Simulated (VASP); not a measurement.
# Se (Im-3m) in VASP: a series of runs

Runs on Se. Level: PBEsol. Tasks: single point.

Everything below comes from runs of VASP 6.6.1. Logs are shortened: lines on timing, memory, paths and dates and some standing lists are left out, and cuts for length are marked.

## (1) The cell of the first run

It takes space group Im-3m (No. 229, cubic). The conventional cell has a = 3.464 Å, b = 3.464 Å, c = 3.464 Å, α = 90.00°, β = 90.00°, γ = 90.00°. Within 3.9 Å of Se (site symmetry m-3m) lie 14 Se at 3.00 to 3.46 Å.

## (2) Single point, PBEsol (volume scaled by 1.08)

Contents of INCAR:

```
  PREC = Accurate
  ENCUT = 520
  EDIFF = 1E-6
  ISMEAR = -1
  SIGMA = 0.1
  LREAL = F
  LASPH = T
  NELM = 80
  ALGO = Normal
  ISIF = 2
  LWAVE = F
  LCHARG = F
  GGA = PS
  NBANDS = 9
```

Contents of KPOINTS:

```
regular mesh
0
Gamma
  15 15 15
```

Contents of POSCAR:

```
Se
1.0
   -1.7319119008      1.7319119008      1.7319119008
    1.7319119008     -1.7319119008      1.7319119008
    1.7319119008      1.7319119008     -1.7319119008
Se
1
Direct
    0.0000000000      0.0000000000      0.0000000000
```

Potentials or basis: VASP PAW PBE potentials, release 64 (Se).

The run is started by

```sh
> cat potpaw_PBE.64/Se/POTCAR > POTCAR
> mpirun -np 1 vasp_std > vasp.out
```

OUTCAR:

```text
PREC = Accurate
   ENCUT = 520
   EDIFF = 1E-6
   ISMEAR = -1
   LREAL = F
   LASPH = T
   NELM = 80
   ISIF = 2
   GGA = PS

 ion  position               nearest neighbor table
   1  0.000  0.000  0.000-

  LATTYP: Found a body centered cubic cell.
 ALAT       =     3.4638238016

  Lattice vectors:

 A1 = (  -1.7319119008,   1.7319119008,   1.7319119008)
 A2 = (   1.7319119008,  -1.7319119008,   1.7319119008)
 A3 = (   1.7319119008,   1.7319119008,  -1.7319119008)

Analysis of symmetry for initial positions (statically):
=====================================================================
 Subroutine PRICEL returns:
 Original cell was already a primitive cell.

 Routine SETGRP: Setting up the symmetry group for a
 body centered cubic supercell.

 Subroutine GETGRP returns: Found 48 space group operations
 (whereof 48 operations were pure point group operations)
 out of a pool of 48 trial point group operations.

The static configuration has the point symmetry O_h .

Analysis of symmetry for dynamics (positions and initial velocities):
=====================================================================
 Subroutine PRICEL returns:
 Original cell was already a primitive cell.

 Routine SETGRP: Setting up the symmetry group for a
 body centered cubic supercell.

 Subroutine GETGRP returns: Found 48 space group operations
 (whereof 48 operations were pure point group operations)
 out of a pool of 48 trial point group operations.

The dynamic configuration has the point symmetry O_h .

 Subroutine INISYM returns: Found 48 space group operations
 (whereof 48 operations are pure point group operations),
 and found     1 'primitive' translations

----------------------------------------------------------------------------------------

                                     Primitive cell

  volume of cell :      20.7796

  direct lattice vectors                    reciprocal lattice vectors
    -1.731911901  1.731911901  1.731911901     0.000000000  0.288698288  0.288698288
     1.731911901 -1.731911901  1.731911901     0.288698288  0.000000000  0.288698288
     1.731911901  1.731911901 -1.731911901     0.288698288  0.288698288  0.000000000

  length of vectors
     2.999759406  2.999759406  2.999759406     0.408281034  0.408281034  0.408281034

  position of ions in fractional coordinates (direct lattice)
[... 72 lines left out ...]
   LNONCOLLINEAR =      F non collinear calculations
   LSORBIT =      F    spin-orbit coupling
   LASPH  =      T    aspherical Exc in radial PAW
   ENCUT  =  520.0 eV  38.22 Ry    6.18 a.u.   5.58  5.58  5.58*2*pi/ulx,y,z
   NELM   =     80;   NELMIN=  2; NELMDL= -5     # of ELM steps
   EDIFF  = 0.1E-05   stopping-criterion for ELM
   LREAL  =      F    real-space projection
   EDIFFG = 0.1E-04   stopping-criterion for IOM
   NSW    =      0    number of steps for IOM
   IBRION =     -1    ionic relax: 0-MD 1-quasi-New 2-CG
   NFREE  =      0    steps in history (QN), initial steepest desc. (CG)
   ISIF   =      2    stress and relaxation
   ISYM   =      2    0-nonsym 1-usesym 2-fastsym
   POTIM  = 0.5000    time-step for ionic-motion
   TEBEG  =    0.0;   TEEND  =   0.0 temperature during run
   PSTRESS=    0.0 pullay stress
   NELECT =       6.0000    total number of electrons
   NUPDOWN=      -1.0000    fix difference up-down
   EMIN   =  10.00;   EMAX   =-10.00  energy-range for DOS
   EFERMI =   0.00;   METHOD = LEGACY
   ISMEAR =    -1;   SIGMA  =   0.10  broadening in eV -4-tet -1-fermi 0-gaus
   EFERMI_NEDOS =   21; number of points for ismear=-14 and -15
   IALGO  =     38    algorithm
   IMIX   =      4    mixing-type and parameters
     AMIX     =   0.40;   BMIX     =  1.00
     AMIX_MAG =   1.60;   BMIX_MAG =  1.00
  volume/ion in A,a.u.               =      20.78       140.23
  Fermi-wavevector in a.u.,A,eV,Ry     =   1.082047  2.044772 15.930051  1.170826
  Thomas-Fermi vector in A             =   2.218079
   LORBIT       =      0    0 simple, 1 ext, 2 COOP (PROOUT), +10 PAW based schemes
   GGA     = PS    functional components
   LHFCALC =     F    Hartree Fock is set to
   AEXX    =    0.0000 exact exchange contribution
   IVDW    =     0    specifies the selected vdW correction
   LEPSILON=     F    determine dielectric tensor
   LRPA    =     F    only Hartree local field effects (RPA)
 non-spin polarized calculation
  energy-cutoff  :      520.00
  volume of cell :       20.78
 maximum number of plane-waves:       574
   NGX = 11   NGY = 11   NGZ = 11

 number of electron       5.9999999 magnetization

 Free energy of the ion-electron system (eV)
  ---------------------------------------------------
  ext. energy  EPLUGINS =         0.00000000
  ---------------------------------------------------
  free energy    TOTEN  =        -3.37552111 eV

  energy without entropy =       -3.34583243  energy(sigma->0) =       -3.36067677

 E-fermi :   5.0934     XC(G=0): -10.6242

 val. band max:        5.0488969841   @ k =  -0.3333   0.4667   0.2000
 cond. band min:       5.1213854602   @ k =  -0.4000   0.4000   0.0667
 fundamental gap:      0.0724884761
 Fermi energy:         5.0934446387

 k-point     1 :       0.0000    0.0000    0.0000
  band No.  band energies     occupation
      1     -10.8134      2.00000
      2       7.9943      0.00000
      3       7.9943      0.00000
      4       7.9943      0.00000
      5      15.8418      0.00000
      6      17.4658      0.00000
      7      17.4658      0.00000
      8      17.4658      0.00000
      9      20.3839      0.00000
[... 265 lines left out ...]
 k-point    24 :       0.4000    0.2000    0.0000
  band No.  band energies     occupation
      1      -7.1867      2.00000
      2      -0.6861      2.00000
      3       2.5977      2.00000
      4       6.2436      0.00002
      5      13.6013      0.00000
      6      16.2889      0.00000
      7      19.8714      0.00000
      8      20.7121      0.00000
      9      25.9194      0.00000

 [... further k-points ...]
[... 5 lines left out ...]
  --------------------------------------------------------------------------------------
  -------------------------------------------------------------------------------------
  Total       -0.6638760     -0.6638760     -0.6638760      0.0000000      0.0000000      0.0000000
  in kB      -51.1870606    -51.1870606    -51.1870606      0.0000000      0.0000000      0.0000000
  external PRESSURE =     -51.1870606 kB  Pullay stress =       0.0000000 kB

 VOLUME and BASIS-vectors are now :
 -----------------------------------------------------------------------------
  energy-cutoff  :      520.00
  volume of cell :       20.78
      direct lattice vectors                 reciprocal lattice vectors
    -1.731911901  1.731911901  1.731911901     0.000000000  0.288698288  0.288698288
     1.731911901 -1.731911901  1.731911901     0.288698288  0.000000000  0.288698288
     1.731911901  1.731911901 -1.731911901     0.288698288  0.288698288  0.000000000

 POSITION                                       TOTAL-FORCE (eV/Angst)
 -----------------------------------------------------------------------------------
      0.00000      0.00000      0.00000         0.000000     -0.000000      0.000000
 -----------------------------------------------------------------------------------
    total drift:                               -0.000000     -0.000000      0.000000

  FREE ENERGIE OF THE ION-ELECTRON SYSTEM (eV)
  ---------------------------------------------------
  free  energy   TOTEN  =        -3.3755211058 eV

  energy  without entropy=       -3.3458324339  energy(sigma->0) =       -3.36067677
```

stdout:

```text
POSCAR found type information on POSCAR Se
 POSCAR found :  1 types and       1 ions
 scaLAPACK will be used
 -----------------------------------------------------------------------------
|                                                                             |
|                                                                             |
|     You enforced a specific xc type in the INCAR file but a different       |
|     I HOPE YOU KNOW WHAT YOU ARE DOING!                                     |
|                                                                             |
 -----------------------------------------------------------------------------

 LDA part: xc-table for (Slater+PW92), standard interpolation
 POSCAR, INCAR and KPOINTS ok, starting setup
 FFT: planning ... GRIDC
 FFT: planning ... GRID_SOFT
 FFT: planning ... GRID
 WAVECAR not read
 entering main loop
```

Wall time 23 s (1 thread of AMD EPYC 7R13, shared host); peak memory 0.12 GiB.

Results:

* Free energy: -3.3755 eV
* Pressure: -5.1 GPa
* Band gap on the k mesh: zero (band 3 reaches 7.99 eV, above the bottom of band 4 at 2.03 eV)

Levels at points of the mesh, in eV from the Fermi level:
| k point | band 1 | band 2 | band 3 | band 4 | band 5 | band 6 |
| --- | --- | --- | --- | --- | --- | --- |
| (0.00, 0.00, 0.00) | -15.91 | 2.90 | 2.90 | 2.90 | 10.75 | 12.37 |

Caveat: the PAW data sets were made with another functional, which shifts forces and pressure a little.

## (3) Single point, PBEsol (volume scaled by 1.12)

Contents of INCAR:

```
SYSTEM = Se
ALGO = Normal ; EDIFF = 1E-7
ENCUT = 520 ; GGA = PS
ISIF = 2 ; ISMEAR = -1
LASPH = .True. ; LCHARG = .True.
LELF = .True. ; LREAL = .False.
LVHAR = .True. ; LWAVE = .False.
NBANDS = 9 ; NELM = 80
PREC = Accurate ; SIGMA = 0.1
```

Contents of KPOINTS:

```
k-points
0
Gamma
  15 15 15
  0 0 0
```

Contents of POSCAR:

```
Se
1.0
   -1.7530348594      1.7530348594      1.7530348594
    1.7530348594     -1.7530348594      1.7530348594
    1.7530348594      1.7530348594     -1.7530348594
Se
1
Direct
    0.0000000000      0.0000000000      0.0000000000
```

Potentials or basis: VASP PAW PBE potentials, release 64 (Se).

The run is started by

```sh
> cat potpaw_PBE.64/Se/POTCAR > POTCAR
> mpirun -np 1 vasp_std > vasp.out
```

Wall time 26 s (1 thread of AMD EPYC 7R13, shared host); peak memory 0.12 GiB.

It converged, with:

```yaml
Free_energy: -3.3460 eV
Pressure: -7.1 GPa
Band_gap_on_the_k_mesh: zero (band 3 reaches 7.39 eV, above the bottom of band 4 at 1.73 eV)
```

Levels at points of the mesh, in eV from the Fermi level:
```
           k point  band 1  band 2  band 3  band 4  band 5  band 6  band 7
(0.00, 0.00, 0.00)  -15.59    2.73    2.73    2.73   10.30   12.29   12.29
```

Caveat: the PAW data sets were made with another functional, which shifts forces and pressure a little.
